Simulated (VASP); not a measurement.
# SrTiO3 (Pm-3m) in VASP: notebook

SrTiO3 is run at these levels: PBEsol; tasks: single point, relaxation of cell and atoms.

Everything below comes from runs of VASP 6.6.1. Logs are shortened: lines on timing, memory, paths and dates and some standing lists are left out, and cuts for length are marked.

**1. The cell of the first run**

The structure is cubic, space group Pm-3m (No. 221). Conventional cell: a = 3.891 Å, b = 3.891 Å, c = 3.891 Å, α = 90.00°, β = 90.00°, γ = 90.00°. Sr (site symmetry m-3m) has 12 O at 2.75 Å and 8 Ti at 3.37 Å within 3.6 Å. Ti (site symmetry m-3m) has 6 O at 1.95 Å within 2.6 Å. Within 2.6 Å of O (site symmetry 4/mmm) lie 2 Ti at 1.95 Å.

**2. Single point, PBEsol**

Input file INCAR:

```
SYSTEM = SrTiO3
ALGO = Normal
EDIFF = 1E-6
ENCUT = 520
GGA = PS
ISIF = 2
ISMEAR = 0
LASPH = .TRUE.
LCHARG = .FALSE.
LREAL = .FALSE.
LWAVE = .FALSE.
NBANDS = 28
NELM = 60
PREC = Accurate
SIGMA = 0.01
```

Input file KPOINTS:

```
k-points
0
G
  8 8 8
  0 0 0
```

Input file POSCAR:

```
SrTiO3
1.0
    3.8911204492      0.0000000000      0.0000000000
    0.0000000000      3.8911204492      0.0000000000
    0.0000000000      0.0000000000      3.8911204492
Sr Ti O
1 1 3
Direct
    0.5000000000      0.5000000000      0.5000000000
    0.0000000000      0.0000000000      0.0000000000
    0.5000000000      0.0000000000      0.0000000000
    0.0000000000      0.5000000000      0.0000000000
    0.0000000000      0.0000000000      0.5000000000
```

Potentials or basis: VASP PAW PBE potentials, release 64 (Sr_sv, Ti_sv, O).

On the command line:

```console
cat potpaw_PBE.64/Sr_sv/POTCAR potpaw_PBE.64/Ti_sv/POTCAR potpaw_PBE.64/O/POTCAR > POTCAR
mpirun -np 1 vasp_std > vasp.out
```

OUTCAR:

```text
SYSTEM = SrTiO3
   EDIFF = 1E-6
   ENCUT = 520
   GGA = PS
   ISIF = 2
   ISMEAR = 0
   LASPH = .TRUE.
   LREAL = .FALSE.
   NELM = 60
   PREC = Accurate

 ion  position               nearest neighbor table
   1  0.500  0.500  0.500-   3 2.75   4 2.75   5 2.75   3 2.75   4 2.75   3 2.75   5 2.75   3 2.75
                             4 2.75   5 2.75   4 2.75   5 2.75   2 3.37   2 3.37   2 3.37   2 3.37
   2  0.000  0.000  0.000-   3 1.95   4 1.95   5 1.95   5 1.95   4 1.95   3 1.95   1 3.37   1 3.37
                             1 3.37   1 3.37   1 3.37   1 3.37   1 3.37   1 3.37
   3  0.500  0.000  0.000-   2 1.95   2 1.95   1 2.75   1 2.75   1 2.75   1 2.75
   4  0.000  0.500  0.000-   2 1.95   2 1.95   1 2.75   1 2.75   1 2.75   1 2.75
   5  0.000  0.000  0.500-   2 1.95   2 1.95   1 2.75   1 2.75   1 2.75   1 2.75

  LATTYP: Found a simple cubic cell.
 ALAT       =     3.8911204492

  Lattice vectors:

 A1 = (   3.8911204492,   0.0000000000,   0.0000000000)
 A2 = (   0.0000000000,   3.8911204492,   0.0000000000)
 A3 = (   0.0000000000,   0.0000000000,   3.8911204492)

Analysis of symmetry for initial positions (statically):
=====================================================================
 Subroutine PRICEL returns:
 Original cell was already a primitive cell.

 Routine SETGRP: Setting up the symmetry group for a
 simple cubic supercell.

 Subroutine GETGRP returns: Found 48 space group operations
 (whereof 48 operations were pure point group operations)
 out of a pool of 48 trial point group operations.

The static configuration has the point symmetry O_h .

Analysis of symmetry for dynamics (positions and initial velocities):
=====================================================================
 Subroutine PRICEL returns:
 Original cell was already a primitive cell.

 Routine SETGRP: Setting up the symmetry group for a
 simple cubic supercell.

 Subroutine GETGRP returns: Found 48 space group operations
 (whereof 48 operations were pure point group operations)
 out of a pool of 48 trial point group operations.

The dynamic configuration has the point symmetry O_h .

 Subroutine INISYM returns: Found 48 space group operations
 (whereof 48 operations are pure point group operations),
 and found     1 'primitive' translations

----------------------------------------------------------------------------------------

[... 99 lines left out ...]
   LREAL  =      F    real-space projection
   EDIFFG = 0.1E-04   stopping-criterion for IOM
   NSW    =      0    number of steps for IOM
   IBRION =     -1    ionic relax: 0-MD 1-quasi-New 2-CG
   NFREE  =      0    steps in history (QN), initial steepest desc. (CG)
   ISIF   =      2    stress and relaxation
   ISYM   =      2    0-nonsym 1-usesym 2-fastsym
   POTIM  = 0.5000    time-step for ionic-motion
   TEBEG  =    0.0;   TEEND  =   0.0 temperature during run
   PSTRESS=    0.0 pullay stress
   NELECT =      40.0000    total number of electrons
   NUPDOWN=      -1.0000    fix difference up-down
   EMIN   =  10.00;   EMAX   =-10.00  energy-range for DOS
   EFERMI =   0.00;   METHOD = LEGACY
   ISMEAR =     0;   SIGMA  =   0.01  broadening in eV -4-tet -1-fermi 0-gaus
   EFERMI_NEDOS =   21; number of points for ismear=-14 and -15
   IALGO  =     38    algorithm
   IMIX   =      4    mixing-type and parameters
     AMIX     =   0.40;   BMIX     =  1.00
     AMIX_MAG =   1.60;   BMIX_MAG =  1.00
  volume/ion in A,a.u.               =      11.78        79.52
  Fermi-wavevector in a.u.,A,eV,Ry     =   1.438865  2.719061 28.168597  2.070333
  Thomas-Fermi vector in A             =   2.557785
   LORBIT       =      0    0 simple, 1 ext, 2 COOP (PROOUT), +10 PAW based schemes
   GGA     = PS    functional components
   LHFCALC =     F    Hartree Fock is set to
   AEXX    =    0.0000 exact exchange contribution
   IVDW    =     0    specifies the selected vdW correction
   LEPSILON=     F    determine dielectric tensor
   LRPA    =     F    only Hartree local field effects (RPA)
 non-spin polarized calculation
 Gauss-broadening in eV      SIGMA  =   0.01
  energy-cutoff  :      520.00
  volume of cell :       58.91
 maximum number of plane-waves:      1622
 NGX is ok and might be reduce to    30
   NGX = 15   NGY = 15   NGZ = 15

 number of electron      40.0000013 magnetization

 Free energy of the ion-electron system (eV)
  ---------------------------------------------------
  ext. energy  EPLUGINS =         0.00000000
  ---------------------------------------------------
  free energy    TOTEN  =       -42.01575953 eV

  energy without entropy =      -42.01575953  energy(sigma->0) =      -42.01575953

 E-fermi :   4.2920     XC(G=0): -11.5968

 val. band max:        4.1137293931   @ k =   0.5000   0.5000   0.5000
 cond. band min:       5.9335962679   @ k =   0.0000   0.0000   0.0000
 fundamental gap:      1.8198668748
 Fermi energy:         4.2920276955

 k-point     1 :       0.0000    0.0000    0.0000
  band No.  band energies     occupation
      1     -52.0426      2.00000
      2     -28.4997      2.00000
      3     -28.4120      2.00000
      4     -28.4120      2.00000
      5     -28.4120      2.00000
      6     -13.2852      2.00000
[... 733 lines left out ...]
     27      12.3679      0.00000
     28      12.8760      0.00000

 [... further k-points ...]

------------------------ aborting loop because EDIFF is reached ----------------------------------------

  FORCE on cell =-STRESS in cart. coord.  units (eV):
  Direction    XX          YY          ZZ          XY          YZ          ZX
  --------------------------------------------------------------------------------------
  -------------------------------------------------------------------------------------
  Total        0.2470228      0.2470228      0.2470228      0.0000000     -0.0000000     -0.0000000
  in kB        6.7177460      6.7177460      6.7177460      0.0000000     -0.0000000     -0.0000000
  external PRESSURE =       6.7177460 kB  Pullay stress =       0.0000000 kB

 VOLUME and BASIS-vectors are now :
 -----------------------------------------------------------------------------
  energy-cutoff  :      520.00
  volume of cell :       58.91
      direct lattice vectors                 reciprocal lattice vectors
     3.891120449  0.000000000  0.000000000     0.256995386  0.000000000  0.000000000
     0.000000000  3.891120449  0.000000000     0.000000000  0.256995386  0.000000000
     0.000000000  0.000000000  3.891120449     0.000000000  0.000000000  0.256995386

 POSITION                                       TOTAL-FORCE (eV/Angst)
 -----------------------------------------------------------------------------------
      1.94556      1.94556      1.94556         0.000000      0.000000      0.000000
      0.00000      0.00000      0.00000         0.000000      0.000000      0.000000
      1.94556      0.00000      0.00000         0.000000      0.000000      0.000000
      0.00000      1.94556      0.00000         0.000000      0.000000      0.000000
      0.00000      0.00000      1.94556         0.000000      0.000000      0.000000
 -----------------------------------------------------------------------------------
    total drift:                                0.000000     -0.000000      0.000000

  FREE ENERGIE OF THE ION-ELECTRON SYSTEM (eV)
  ---------------------------------------------------
  free  energy   TOTEN  =       -42.0157595345 eV

  energy  without entropy=      -42.0157595345  energy(sigma->0) =      -42.01575953
```

stdout:

```text
POSCAR found type information on POSCAR SrTiO
 POSCAR found :  3 types and       5 ions
 scaLAPACK will be used
 -----------------------------------------------------------------------------
|                                                                             |
|                                                                             |
|     You enforced a specific xc type in the INCAR file but a different       |
|     I HOPE YOU KNOW WHAT YOU ARE DOING!                                     |
|                                                                             |
 -----------------------------------------------------------------------------

 LDA part: xc-table for (Slater+PW92), standard interpolation
 POSCAR, INCAR and KPOINTS ok, starting setup
 FFT: planning ... GRIDC
 FFT: planning ... GRID_SOFT
 FFT: planning ... GRID
 WAVECAR not read
 entering main loop
```

It took 29 s on 1 thread of Intel Xeon 6975P-C (Granite Rapids), shared host; peak memory 0.2 GiB.

What came out:

| Quantity | Value |
| --- | --- |
| Free energy | -42.0158 eV |
| Pressure | 0.7 GPa |
| Band gap on the k mesh | 1.82 eV (least direct gap 2.17 eV) |

Levels at points of the mesh, in eV from the valence-band top:
```csv
k point,band 17,band 18,band 19,band 20,band 21,band 22,band 23,band 24
"(0.00, 0.00, 0.00)",-1.21,-0.35,-0.35,-0.35,1.82,1.82,1.82,4.41
"(0.50, 0.00, 0.00)",-2.42,-2.07,-0.74,-0.74,2.00,3.83,3.83,4.43
"(0.50, 0.50, 0.00)",-1.74,-1.60,-1.60,-0.10,3.84,3.84,4.30,5.41
"(0.50, 0.50, 0.50)",-3.81,0.00,0.00,0.00,4.54,4.54,4.54,6.90
```

Caveat: the PAW data sets were made with another functional, which shifts forces and pressure a little. A k mesh can miss the band edges.

**3. Relaxation of cell and atoms, PBEsol**

Input file INCAR:

```
SYSTEM = SrTiO3
ALGO = Normal
EDIFF = 1E-6
EDIFFG = -0.001
ENCUT = 600
GGA = PS
IBRION = 2
ISIF = 3
ISMEAR = 0
LASPH = .TRUE.
LCHARG = .FALSE.
LREAL = .FALSE.
LWAVE = .FALSE.
NELM = 100
NSW = 80
PREC = Accurate
SIGMA = 0.01
```

KPOINTS is that of step 2.

POSCAR is that of step 2.

Potentials or basis: VASP PAW PBE potentials, release 64 (Sr_sv, Ti_sv, O).

On the command line:

```console
cat potpaw_PBE.64/Sr_sv/POTCAR potpaw_PBE.64/Ti_sv/POTCAR potpaw_PBE.64/O/POTCAR > POTCAR
mpirun -np 1 vasp_std > vasp.out
```

OUTCAR:

```text
SYSTEM = SrTiO3
   EDIFF = 1E-6
   EDIFFG = -0.001
   ENCUT = 600
   GGA = PS
   IBRION = 2
   ISIF = 3
   ISMEAR = 0
   LASPH = .TRUE.
   LREAL = .FALSE.
   NELM = 100
   NSW = 80
   PREC = Accurate

 ion  position               nearest neighbor table
   1  0.500  0.500  0.500-   3 2.75   4 2.75   5 2.75   3 2.75   4 2.75   3 2.75   5 2.75   3 2.75
                             4 2.75   5 2.75   4 2.75   5 2.75   2 3.37   2 3.37   2 3.37   2 3.37
   2  0.000  0.000  0.000-   3 1.95   4 1.95   5 1.95   5 1.95   4 1.95   3 1.95   1 3.37   1 3.37
                             1 3.37   1 3.37   1 3.37   1 3.37   1 3.37   1 3.37
   3  0.500  0.000  0.000-   2 1.95   2 1.95   1 2.75   1 2.75   1 2.75   1 2.75
   4  0.000  0.500  0.000-   2 1.95   2 1.95   1 2.75   1 2.75   1 2.75   1 2.75
   5  0.000  0.000  0.500-   2 1.95   2 1.95   1 2.75   1 2.75   1 2.75   1 2.75

  LATTYP: Found a simple cubic cell.
 ALAT       =     3.8911204492

  Lattice vectors:

 A1 = (   3.8911204492,   0.0000000000,   0.0000000000)
 A2 = (   0.0000000000,   3.8911204492,   0.0000000000)
 A3 = (   0.0000000000,   0.0000000000,   3.8911204492)

Analysis of symmetry for initial positions (statically):
=====================================================================
 Subroutine PRICEL returns:
 Original cell was already a primitive cell.

 Routine SETGRP: Setting up the symmetry group for a
 simple cubic supercell.

 Subroutine GETGRP returns: Found 48 space group operations
 (whereof 48 operations were pure point group operations)
 out of a pool of 48 trial point group operations.

The static configuration has the point symmetry O_h .

Analysis of symmetry for dynamics (positions and initial velocities):
=====================================================================
 Subroutine PRICEL returns:
 Original cell was already a primitive cell.

 Routine SETGRP: Setting up the symmetry group for a
 simple cubic supercell.

 Subroutine GETGRP returns: Found 48 space group operations
[... 137 lines left out ...]
   IVDW    =     0    specifies the selected vdW correction
   LEPSILON=     F    determine dielectric tensor
   LRPA    =     F    only Hartree local field effects (RPA)
 conjugate gradient relaxation of ions
 non-spin polarized calculation
 Gauss-broadening in eV      SIGMA  =   0.01
  energy-cutoff  :      600.00
  volume of cell :       58.91
 maximum number of plane-waves:      1996
 NGX is ok and might be reduce to    32
   NGX = 15   NGY = 15   NGZ = 15

--------------------------------------- Ionic step        1  -------------------------------------------

 number of electron      39.9999983 magnetization

 Free energy of the ion-electron system (eV)
  ---------------------------------------------------
  ext. energy  EPLUGINS =         0.00000000
  ---------------------------------------------------
  free energy    TOTEN  =       -42.02153750 eV

  energy without entropy =      -42.02153750  energy(sigma->0) =      -42.02153750

------------------------ aborting loop because EDIFF is reached ----------------------------------------

  FORCE on cell =-STRESS in cart. coord.  units (eV):
  Direction    XX          YY          ZZ          XY          YZ          ZX
  --------------------------------------------------------------------------------------
  -------------------------------------------------------------------------------------
  Total        0.1760933      0.1760933      0.1760933      0.0000000      0.0000000      0.0000000
  in kB        4.7888310      4.7888310      4.7888310      0.0000000      0.0000000      0.0000000
  external PRESSURE =       4.7888310 kB  Pullay stress =       0.0000000 kB
[... 65 lines left out ...]
--------------------------------------- Ionic step        3  -------------------------------------------

 number of electron      39.9999982 magnetization

 Free energy of the ion-electron system (eV)
  ---------------------------------------------------
  ext. energy  EPLUGINS =         0.00000000
  ---------------------------------------------------
  free energy    TOTEN  =       -42.02180264 eV

  energy without entropy =      -42.02180264  energy(sigma->0) =      -42.02180264

 E-fermi :   4.2724     XC(G=0): -11.5813

 val. band max:        4.0885674705   @ k =   0.5000   0.5000   0.5000
 cond. band min:       5.9039978225   @ k =   0.0000   0.0000   0.0000
 fundamental gap:      1.8154303520
 Fermi energy:         4.2723724659

 k-point     1 :       0.0000    0.0000    0.0000
  band No.  band energies     occupation
      1     -52.0797      2.00000
      2     -28.5318      2.00000
      3     -28.4473      2.00000
      4     -28.4473      2.00000
      5     -28.4473      2.00000
      6     -13.2998      2.00000
[... 637 lines left out ...]
     23       8.2729      0.00000
     24       9.9441      0.00000

 [... further k-points ...]

------------------------ aborting loop because EDIFF is reached ----------------------------------------

  FORCE on cell =-STRESS in cart. coord.  units (eV):
  Direction    XX          YY          ZZ          XY          YZ          ZX
  --------------------------------------------------------------------------------------
  -------------------------------------------------------------------------------------
  Total       -0.0041720     -0.0041720     -0.0041720      0.0000000     -0.0000000      0.0000000
  in kB       -0.1131336     -0.1131336     -0.1131336      0.0000000     -0.0000000      0.0000000
  external PRESSURE =      -0.1131336 kB  Pullay stress =       0.0000000 kB
[... 20 lines left out ...]
  FREE ENERGIE OF THE ION-ELECTRON SYSTEM (eV)
  ---------------------------------------------------
  free  energy   TOTEN  =       -42.0218026384 eV

  energy  without entropy=      -42.0218026384  energy(sigma->0) =      -42.02180264

 reached required accuracy - stopping structural energy minimisation
```

OSZICAR:

```text
N       E                     dE             d eps       ncg     rms          rms(c)
DAV:   1     0.472622988403E+03    0.47262E+03   -0.23167E+04  1680   0.200E+03
DAV:   2    -0.621596857912E+00   -0.47324E+03   -0.46499E+03  1976   0.525E+02
DAV:   3    -0.490123996385E+02   -0.48391E+02   -0.46535E+02  2000   0.158E+02
[... 28 lines left out ...]
DAV:   4    -0.420217796744E+02   -0.11235E-04   -0.25469E-04  2328   0.860E-02    0.438E-02
DAV:   5    -0.420217859944E+02   -0.63200E-05   -0.28376E-05  2856   0.441E-02    0.347E-02
DAV:   6    -0.420217961342E+02   -0.10140E-04   -0.11655E-05  2200   0.209E-02    0.167E-02
DAV:   7    -0.420218020576E+02   -0.59233E-05   -0.92936E-06  2448   0.193E-02    0.235E-03
DAV:   8    -0.420218026384E+02   -0.58083E-06   -0.20037E-06  1344   0.728E-03
   3 F= -.42021803E+02 E0= -.42021803E+02  d E =-.265142E-03
```

CONTCAR:

```text
SrTiO3
   1.00000000000000
     3.8948107915095487   -0.0000000000000000    0.0000000000000000
     0.0000000000000000    3.8948107915095487    0.0000000000000000
    -0.0000000000000000    0.0000000000000000    3.8948107915095487
  Sr              Ti              O
     1     1     3
Direct
     0.5000000000000000    0.5000000000000000    0.5000000000000000
     0.0000000000000000    0.0000000000000000    0.0000000000000000
     0.5000000000000000    0.0000000000000000    0.0000000000000000
     0.0000000000000000    0.5000000000000000    0.0000000000000000
     0.0000000000000000    0.0000000000000000    0.5000000000000000

  0.00000000E+00  0.00000000E+00  0.00000000E+00
  0.00000000E+00  0.00000000E+00  0.00000000E+00
  0.00000000E+00  0.00000000E+00  0.00000000E+00
  0.00000000E+00  0.00000000E+00  0.00000000E+00
  0.00000000E+00  0.00000000E+00  0.00000000E+00
```

Run time: 44 s. Hardware: 1 thread of Intel Xeon 6975P-C (Granite Rapids), shared host; peak memory 0.23 GiB.

What came out:

- Free energy: -42.0218 eV
- Relaxed volume: 11.82 Å³/atom
- Relaxed cell: a = 3.895 Å, b = 3.895 Å, c = 3.895 Å, α = 90.00°, β = 90.00°, γ = 90.00°
- Space group after relaxing (to 0.1 Å): Pm-3m (No. 221)
- Energy gained by relaxing: 0.1 meV/atom
- Ionic steps: 3
- Pressure after relaxing: 0.0 GPa
- Band gap on the k mesh: 1.82 eV (least direct gap 2.17 eV)

Step by step:
| step | energy change (eV) | largest force (eV/Å) | pressure (GPa) | volume (Å³) |
| --- | --- | --- | --- | --- |
| 1 | 0.0000 | 0.0000 | 0.48 | 58.91 |
| 2 | -0.0001 | 0.0000 | -0.41 | 59.22 |
| 3 | -0.0003 | 0.0000 | -0.01 | 59.08 |

Final structure:
```
CELL_PARAMETERS angstrom
3.89481 0.00000 0.00000
0.00000 3.89481 0.00000
0.00000 0.00000 3.89481
ATOMIC_POSITIONS crystal
Sr 0.50000 0.50000 0.50000
Ti 0.00000 0.00000 0.00000
O 0.50000 0.00000 0.00000
O 0.00000 0.50000 0.00000
O 0.00000 0.00000 0.50000
```

Levels at points of the mesh, in eV from the valence-band top:
```tsv
k point	band 16	band 17	band 18	band 19	band 20	band 21	band 22	band 23	band 24
(0.00, 0.00, 0.00)	-1.20	-1.20	-0.35	-0.35	-0.35	1.82	1.82	1.82	4.39
(0.50, 0.00, 0.00)	-2.41	-2.41	-2.06	-0.74	-0.74	2.00	3.82	3.82	4.41
(0.50, 0.50, 0.00)	-2.94	-1.74	-1.60	-1.60	-0.10	3.83	3.83	4.28	5.38
(0.50, 0.50, 0.50)	-3.80	-3.80	0.00	0.00	0.00	4.52	4.52	4.52	6.89
```

Caveat: the PAW data sets were made with another functional, which shifts forces and pressure a little. A k mesh can miss the band edges.
